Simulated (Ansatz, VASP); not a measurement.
# Ba in VASP and in Ansatz

Contents of INCAR:

```
PREC     = Accurate       # precision mode
ENCUT    = 520            # plane-wave cutoff, eV
EDIFF    = 1E-6           # SCF threshold, eV
ISMEAR   = -1             # smearing method
SIGMA    = 0.1            # smearing width, eV
LREAL    = F              # projectors in reciprocal space
LASPH    = T              # aspherical terms in the spheres
NELM     = 80             # most SCF steps
ALGO     = Normal         # electronic algorithm
ISIF     = 2              # what is computed and relaxed
LWAVE    = F              # write WAVECAR
LCHARG   = T              # write CHGCAR
GGA      = CA             # functional
LELF     = T              # ELF
LVHAR    = T            
NBANDS   = 11             # bands
```

The input KPOINTS:

```
regular mesh
0
Gamma
  10 10 10
```

Contents of POSCAR:

```
Ba
1.0
    0.0000000000      2.8694314650      2.8694314650
    2.8694314650      0.0000000000      2.8694314650
    2.8694314650      2.8694314650      0.0000000000
Ba
1
Direct
    0.0000000000      0.0000000000      0.0000000000
```

Input for Ansatz:

```yaml
crystal:
  lattice:
    - [0.0, 2.869431465, 2.869431465]
    - [2.869431465, 0.0, 2.869431465]
    - [2.869431465, 2.869431465, 0.0]
  atoms:
    - { symbol: Ba, position: [0.0, 0.0, 0.0] }
hamiltonian:
  xc: lda
  pseudopotentials:
    kind: paw
    azcp:
      Ba: "pseudopotentials/Ba.paw.azcp"
basis:
  ecutwfc: 420
  fft_grid_basis: typed
kpoints:
  mp_grid: { grid: [10, 10, 10], shift: [0, 0, 0] }
magnetization:
  spin_polarized: false
scf:
  occupations: { method: fermi_dirac, width: 0.1 }
  lower_state_search: "off"
output:
  stress: true
```

Alike in both runs: task single point; functional LDA; k mesh 10 × 10 × 10; occupations fermi-dirac, width 0.1 eV; no spin polarisation.

|  | VASP | Ansatz |
| --- | --- | --- |
| version | VASP 6.6.1 | Ansatz 0.2.0 |
| potentials or method | VASP PAW LDA potentials, release 64 (Ba_sv), cutoff 520 eV | plane waves (420 eV) with PAW, scalar-relativistic |
| valence electrons in the cell | 10 | 10 |

VASP gave:

| Item | Value |
| --- | --- |
| pressure (GPa) | 1.5 |

**Question.** What did Ansatz give for the same quantities?

**Answer.** Pressure (GPa): 1.3.

Ansatz warns that its potentials were made for another functional, while VASP's fit it. LDA's correlation is that of Perdew and Zunger in VASP and of Perdew and Wang (1992) in Ansatz.

Spin-orbit coupling is off throughout.
